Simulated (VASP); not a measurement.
# Cs4In (I-43m) in VASP: a series of runs

The runs below take Cs4In through single point, relaxation of cell and atoms, with PBE.

All numbers are computed with VASP 6.6.1; they aren't measurements. Logs are shortened: lines on timing, memory, paths and dates and some standing lists are left out, and cuts for length are marked.

### 1 The cell of the first run

The structure is cubic, space group I-43m (No. 217). Conventional cell: a = 8.387 Å, b = 8.387 Å, c = 8.387 Å, α = 90.00°, β = 90.00°, γ = 90.00°. Cs (site symmetry 3m) has 1 In at 2.54 Å within 3.4 Å. In (site symmetry -43m) has 4 Cs at 2.54 Å within 3.4 Å.

### 2 Single point, PBE

Contents of INCAR:

```
SYSTEM = Cs4In
ALGO = Normal ; EDIFF = 1E-6
ENCUT = 520 ; GGA = PE
ISIF = 2 ; ISMEAR = 0
LASPH = .True. ; LCHARG = .False.
LREAL = .False. ; LWAVE = .False.
NBANDS = 32 ; NELM = 100
PREC = Accurate ; SIGMA = 0.1
```

Contents of KPOINTS:

```
k-points
0
Gamma
  4 4 4
  0 0 0
```

Contents of POSCAR:

```
Cs4In
1.0
   -4.1934984800      4.1934984800      4.1934984800
    4.1934984800     -4.1934984800      4.1934984800
    4.1934984800      4.1934984800     -4.1934984800
Cs In
4 1
Direct
    0.3495999900      0.3495999900      0.3495999900
    0.6504000100      0.0000000000      0.0000000000
    0.0000000000      0.0000000000      0.6504000100
    0.0000000000      0.6504000100      0.0000000000
    0.0000000000      0.0000000000      0.0000000000
```

Potentials or basis: VASP PAW PBE potentials, release 64 (Cs_sv, In_d).

On the command line:

```
$ cat potpaw_PBE.64/Cs_sv/POTCAR potpaw_PBE.64/In_d/POTCAR > POTCAR
$ mpirun -np 1 vasp_std > vasp.out
```

OUTCAR:

```text
SYSTEM = Cs4In
   EDIFF = 1E-6
   ENCUT = 520
   GGA = PE
   ISIF = 2
   ISMEAR = 0
   LASPH = .True.
   LREAL = .False.
   NELM = 100
   PREC = Accurate

 ion  position               nearest neighbor table
   1  0.350  0.350  0.350-   5 2.54
   2  0.650  0.000  0.000-   5 2.54
   3  0.000  0.000  0.650-   5 2.54
   4  0.000  0.650  0.000-   5 2.54
   5  0.000  0.000  0.000-   1 2.54   2 2.54   3 2.54   4 2.54

  LATTYP: Found a body centered cubic cell.
 ALAT       =     8.3869969600

  Lattice vectors:

 A1 = (  -4.1934984800,   4.1934984800,   4.1934984800)
 A2 = (   4.1934984800,  -4.1934984800,   4.1934984800)
 A3 = (   4.1934984800,   4.1934984800,  -4.1934984800)

Analysis of symmetry for initial positions (statically):
=====================================================================
 Subroutine PRICEL returns:
 Original cell was already a primitive cell.

 Routine SETGRP: Setting up the symmetry group for a
 body centered cubic supercell.

 Subroutine GETGRP returns: Found 24 space group operations
 (whereof 24 operations were pure point group operations)
 out of a pool of 48 trial point group operations.

The static configuration has the point symmetry T_d .

Analysis of symmetry for dynamics (positions and initial velocities):
=====================================================================
 Subroutine PRICEL returns:
 Original cell was already a primitive cell.

 Routine SETGRP: Setting up the symmetry group for a
 body centered cubic supercell.

 Subroutine GETGRP returns: Found 24 space group operations
 (whereof 24 operations were pure point group operations)
 out of a pool of 48 trial point group operations.

The dynamic configuration has the point symmetry T_d .

 Subroutine INISYM returns: Found 24 space group operations
 (whereof 24 operations are pure point group operations),
 and found     1 'primitive' translations

----------------------------------------------------------------------------------------

                                     Primitive cell

  volume of cell :     294.9779

  direct lattice vectors                    reciprocal lattice vectors
    -4.193498480  4.193498480  4.193498480     0.000000000  0.119232188  0.119232188
     4.193498480 -4.193498480  4.193498480     0.119232188  0.000000000  0.119232188
     4.193498480  4.193498480 -4.193498480     0.119232188  0.119232188  0.000000000

  length of vectors
     7.263352429  7.263352429  7.263352429     0.168619778  0.168619778  0.168619778

  position of ions in fractional coordinates (direct lattice)
     0.349599990  0.349599990  0.349599990
     0.650400010  0.000000000  0.000000000
     0.000000000  0.000000000  0.650400010
     0.000000000  0.650400010  0.000000000
     0.000000000  0.000000000  0.000000000

  ion indices of the primitive-cell ions
   primitive index   ion index
                 1           1
                 2           2
                 3           3
                 4           4
                 5           5

----------------------------------------------------------------------------------------

 KPOINTS: k-points

Automatic generation of k-mesh.
 Grid dimensions read from file:
 generate k-points for:    4    4    4

 Generating k-lattice:

  Cartesian coordinates                     Fractional coordinates (reciprocal lattice)
     0.000000000  0.029808047  0.029808047     0.250000000  0.000000000  0.000000000
     0.029808047  0.000000000  0.029808047     0.000000000  0.250000000  0.000000000
     0.029808047  0.029808047  0.000000000     0.000000000  0.000000000  0.250000000

  Length of vectors
     0.042154944  0.042154944  0.042154944

  Shift w.r.t. Gamma in fractional coordinates (k-lattice)
     0.000000000  0.000000000  0.000000000

 Subroutine IBZKPT returns following result:
 ===========================================

 Found      8 irreducible k-points:

 Following reciprocal coordinates:
            Coordinates               Weight
  0.000000  0.000000  0.000000      1.000000
  0.250000  0.000000  0.000000     12.000000
  0.500000  0.000000  0.000000      6.000000
  0.250000  0.250000  0.000000     24.000000
  0.250000  0.250000  0.250000      2.000000
 -0.250000  0.250000  0.250000      6.000000
  0.500000  0.500000  0.250000     12.000000
  0.500000  0.500000  0.500000      1.000000
   k-points           NKPTS =      8   k-points in BZ     NKDIM =      8   number of bands    NBANDS=     32
   number of dos      NEDOS =    301   number of ions     NIONS =      5
   total plane-waves  NPLWV = 157464
   dimension x,y,z NGX =    54 NGY =   54 NGZ =   54
   dimension x,y,z NGXF=   108 NGYF=  108 NGZF=  108
   ions per type =               4   1
   NGX,Y,Z   is equivalent  to a cutoff of  12.36, 12.36, 12.36 a.u.
   NGXF,Y,Z  is equivalent  to a cutoff of  24.72, 24.72, 24.72 a.u.
 SYSTEM =  Cs4In
   PREC   = accura    normal or accurate (medium, high low for compatibility)
   ISTART =      0    job   : 0-new  1-cont  2-samecut
   ICHARG =      2    charge: 1-file 2-atom 10-const
   ISPIN  =      1    spin polarized calculation?
   LNONCOLLINEAR =      F non collinear calculations
   LSORBIT =      F    spin-orbit coupling
   LASPH  =      T    aspherical Exc in radial PAW
   ENCUT  =  520.0 eV  38.22 Ry    6.18 a.u.  13.51 13.51 13.51*2*pi/ulx,y,z
   NELM   =    100;   NELMIN=  2; NELMDL= -5     # of ELM steps
   EDIFF  = 0.1E-05   stopping-criterion for ELM
   LREAL  =      F    real-space projection
   EDIFFG = 0.1E-04   stopping-criterion for IOM
   NSW    =      0    number of steps for IOM
   IBRION =     -1    ionic relax: 0-MD 1-quasi-New 2-CG
   NFREE  =      0    steps in history (QN), initial steepest desc. (CG)
   ISIF   =      2    stress and relaxation
   ISYM   =      2    0-nonsym 1-usesym 2-fastsym
   POTIM  = 0.5000    time-step for ionic-motion
   TEBEG  =    0.0;   TEEND  =   0.0 temperature during run
   PSTRESS=    0.0 pullay stress
   NELECT =      49.0000    total number of electrons
   NUPDOWN=      -1.0000    fix difference up-down
   EMIN   =  10.00;   EMAX   =-10.00  energy-range for DOS
   EFERMI =   0.00;   METHOD = LEGACY
   ISMEAR =     0;   SIGMA  =   0.10  broadening in eV -4-tet -1-fermi 0-gaus
   EFERMI_NEDOS =   21; number of points for ismear=-14 and -15
   IALGO  =     38    algorithm
   IMIX   =      4    mixing-type and parameters
     AMIX     =   0.40;   BMIX     =  1.00
     AMIX_MAG =   1.60;   BMIX_MAG =  1.00
  volume/ion in A,a.u.               =      59.00       398.12
  Fermi-wavevector in a.u.,A,eV,Ry     =   0.899933  1.700628 11.019088  0.809880
  Thomas-Fermi vector in A             =   2.022829
   LORBIT       =      0    0 simple, 1 ext, 2 COOP (PROOUT), +10 PAW based schemes
   GGA     = PE    functional components
   LHFCALC =     F    Hartree Fock is set to
   AEXX    =    0.0000 exact exchange contribution
   IVDW    =     0    specifies the selected vdW correction
   LEPSILON=     F    determine dielectric tensor
   LRPA    =     F    only Hartree local field effects (RPA)
 non-spin polarized calculation
 Gauss-broadening in eV      SIGMA  =   0.10
  energy-cutoff  :      520.00
  volume of cell :      294.98
 maximum number of plane-waves:      7992
   NGX = 27   NGY = 27   NGZ = 27

 number of electron      48.9999994 magnetization

 Free energy of the ion-electron system (eV)
  ---------------------------------------------------
  ext. energy  EPLUGINS =         0.00000000
  ---------------------------------------------------
  free energy    TOTEN  =         4.66101625 eV

  energy without entropy =        4.69066308  energy(sigma->0) =        4.67583967

 E-fermi :   2.4150     XC(G=0):  -6.9703

 val. band max:        2.3570955759   @ k =   0.2500   0.2500   0.0000
 cond. band min:       2.4484951494   @ k =   0.5000   0.0000   0.0000
 fundamental gap:      0.0913995735
 Fermi energy:         2.4149589310

 k-point     1 :       0.0000    0.0000    0.0000
  band No.  band energies     occupation
      1     -21.2668      2.00000
      2     -21.1335      2.00000
      3     -21.1335      2.00000
      4     -21.1335      2.00000
      5     -13.9512      2.00000
      6     -13.9512      2.00000
[... 24 lines left out ...]
     31       4.3930      0.00000
     32       4.7103      0.00000

 k-point     2 :       0.2500    0.0000    0.0000
  band No.  band energies     occupation
      1     -21.2530      2.00000
      2     -21.1421      2.00000
      3     -21.1383      2.00000
      4     -21.1337      2.00000
      5     -13.9585      2.00000
      6     -13.9548      2.00000
[... 24 lines left out ...]
     31       4.5179      0.00000
     32       4.6757      0.00000

 k-point     3 :       0.5000    0.0000    0.0000
  band No.  band energies     occupation
      1     -21.2358      2.00000
      2     -21.1547      2.00000
      3     -21.1426      2.00000
      4     -21.1338      2.00000
      5     -13.9658      2.00000
      6     -13.9584      2.00000
[... 24 lines left out ...]
     31       4.3940      0.00000
     32       4.4203      0.00000

 k-point     4 :       0.2500    0.2500    0.0000
  band No.  band energies     occupation
      1     -21.2363      2.00000
      2     -21.1506      2.00000
      3     -21.1441      2.00000
      4     -21.1359      2.00000
      5     -13.9636      2.00000
      6     -13.9585      2.00000
[... 24 lines left out ...]
     31       4.3735      0.00000
     32       4.5137      0.00000

 k-point     5 :       0.2500    0.2500    0.2500
  band No.  band energies     occupation
      1     -21.2342      2.00000
      2     -21.1443      2.00000
      3     -21.1443      2.00000
      4     -21.1443      2.00000
      5     -13.9585      2.00000
      6     -13.9585      2.00000
[... 24 lines left out ...]
     31       4.7060      0.00000
     32       4.7282      0.00000

 k-point     6 :      -0.2500    0.2500    0.2500
  band No.  band energies     occupation
      1     -21.2395      2.00000
      2     -21.1440      2.00000
      3     -21.1440      2.00000
      4     -21.1394      2.00000
      5     -13.9584      2.00000
      6     -13.9584      2.00000
[... 24 lines left out ...]
     31       4.4158      0.00000
     32       4.6529      0.00000

 k-point     7 :       0.5000    0.5000    0.2500
  band No.  band energies     occupation
      1     -21.2220      2.00000
      2     -21.1546      2.00000
      3     -21.1489      2.00000
      4     -21.1410      2.00000
      5     -13.9657      2.00000
      6     -13.9620      2.00000
[... 24 lines left out ...]
     31       4.2232      0.00000
     32       4.6751      0.00000

 k-point     8 :       0.5000    0.5000    0.5000
  band No.  band energies     occupation
      1     -21.2031      2.00000
      2     -21.1543      2.00000
      3     -21.1543      2.00000
      4     -21.1543      2.00000
      5     -13.9655      2.00000
      6     -13.9655      2.00000
[... 24 lines left out ...]
     31       3.9023      0.00000
     32       4.9431      0.00000

------------------------ aborting loop because EDIFF is reached ----------------------------------------

  FORCE on cell =-STRESS in cart. coord.  units (eV):
  Direction    XX          YY          ZZ          XY          YZ          ZX
  --------------------------------------------------------------------------------------
  -------------------------------------------------------------------------------------
  Total       25.5689628     25.5689628     25.5689628      0.0000000      0.0000000      0.0000000
  in kB      138.8782489    138.8782489    138.8782489      0.0000000      0.0000000      0.0000000
  external PRESSURE =     138.8782489 kB  Pullay stress =       0.0000000 kB

 VOLUME and BASIS-vectors are now :
 -----------------------------------------------------------------------------
  energy-cutoff  :      520.00
  volume of cell :      294.98
      direct lattice vectors                 reciprocal lattice vectors
    -4.193498480  4.193498480  4.193498480     0.000000000  0.119232188  0.119232188
     4.193498480 -4.193498480  4.193498480     0.119232188  0.000000000  0.119232188
     4.193498480  4.193498480 -4.193498480     0.119232188  0.119232188  0.000000000

 POSITION                                       TOTAL-FORCE (eV/Angst)
 -----------------------------------------------------------------------------------
      1.46605      1.46605      1.46605         4.251439      4.251439      4.251439
     -2.72745      2.72745      2.72745         4.251439     -4.251439     -4.251439
      2.72745      2.72745     -2.72745        -4.251439     -4.251439      4.251439
      2.72745     -2.72745      2.72745        -4.251439      4.251439     -4.251439
      0.00000      0.00000      0.00000         0.000000      0.000000     -0.000000
 -----------------------------------------------------------------------------------
    total drift:                                0.000001      0.000001      0.000001

  FREE ENERGIE OF THE ION-ELECTRON SYSTEM (eV)
  ---------------------------------------------------
  free  energy   TOTEN  =         4.6610162505 eV

  energy  without entropy=        4.6906630809  energy(sigma->0) =        4.67583967
```

Wall time 95 s (1 thread of AMD EPYC 7R43 (Zen 3), shared host); peak memory 0.37 GiB.

Results:

```
Free energy   : 4.6610 eV
Pressure      : 13.9 GPa
Largest force : 7.364 eV/Å
```

Forces on the atoms (eV/Å):
```
Cs   4.251  4.251  4.251
Cs   4.251 -4.251 -4.251
Cs  -4.251 -4.251  4.251
Cs  -4.251  4.251 -4.251
In   0.000  0.000  0.000
```

Caveat: spin-orbit coupling is left out, which moves the levels of the heavy elements; forces of over 1 eV/Å act on the atoms, so gaps and moduli don't describe the material at rest.

[end of part 1 of 2]
